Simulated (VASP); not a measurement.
# EuS: single point with PBE+U

The system is EuS.

```
CELL_PARAMETERS angstrom
0.00000 2.99323 2.99323
2.99323 0.00000 2.99323
2.99323 2.99323 0.00000
ATOMIC_POSITIONS crystal
Eu 0.50000 0.50000 0.50000
S 0.00000 0.00000 0.00000
```

| Quantity | Value |
| --- | --- |
| Program | VASP 6.6.1 |
| Task | single point |
| Functional | PBE |
| Potentials or basis | VASP PAW PBE potentials, release 64 (Eu, S) |
| Cutoff | 520 eV |
| k mesh | 8 × 8 × 8 |
| Occupations | gaussian, width 0.02 eV |
| Spin | collinear spin, ferromagnetic start |
| Starting moments | [7.55, 0.0] μB |
| Hubbard terms | Eu f U = 6.0 eV |

```yaml
Pressure: 0.2 GPa
Band_gap_on_the_k_mesh: 0.50 eV (least direct gap 0.77 eV)
Net_moment: 7.00 μB per cell
Site_moments: Eu +6.72; S -0.06 μB
Valence_electrons_inside_the_program's_atomic_spheres: Eu 14.88; S 3.76
```

Levels at points of the mesh, in eV from the valence-band top:
Spin up:
```csv
k point,band 12,band 13,band 14,band 15,band 16,band 17,band 18,band 19
"(0.00, 0.00, 0.00)",-0.56,0.00,0.00,0.00,2.01,2.40,2.40,2.40
"(0.50, 0.00, 0.00)",-0.59,-0.59,-0.56,-0.56,4.10,4.52,5.00,5.00
"(0.50, 0.50, 0.00)",-0.61,-0.58,-0.27,-0.27,0.50,4.42,4.42,5.81
```
Spin down:
| k point | band 5 | band 6 | band 7 | band 8 | band 9 | band 10 | band 11 | band 12 |
| --- | --- | --- | --- | --- | --- | --- | --- | --- |
| (0.00, 0.00, 0.00) | -12.33 | -1.46 | -1.46 | -1.46 | 2.44 | 3.05 | 3.05 | 3.05 |
| (0.50, 0.00, 0.00) | -11.34 | -4.00 | -2.60 | -2.60 | 4.26 | 5.20 | 5.98 | 5.98 |
| (0.50, 0.50, 0.00) | -12.00 | -2.62 | -1.82 | -1.82 | 1.01 | 5.02 | 5.26 | 6.74 |

Eigenvalues of the final occupation matrices:
```csv
site,spin,trace,eigenvalues
site 1 f,1,6.83,0.97 0.97 0.97 0.98 0.98 0.98 0.98
site 1 f,2,0.01,0.00 0.00 0.00 0.00 0.00 0.00 0.00
```

It took 35 s on 1 thread of Intel(R) Xeon(R) 6975P-C (Granite Rapids) (shared host), peak memory 0.24 GiB.

Caveat: spin-orbit coupling is left out, which moves the levels of the heavy elements; a cell with one magnetic atom can't hold antiferromagnetic order, which such compounds often take. A k mesh can miss the band edges.
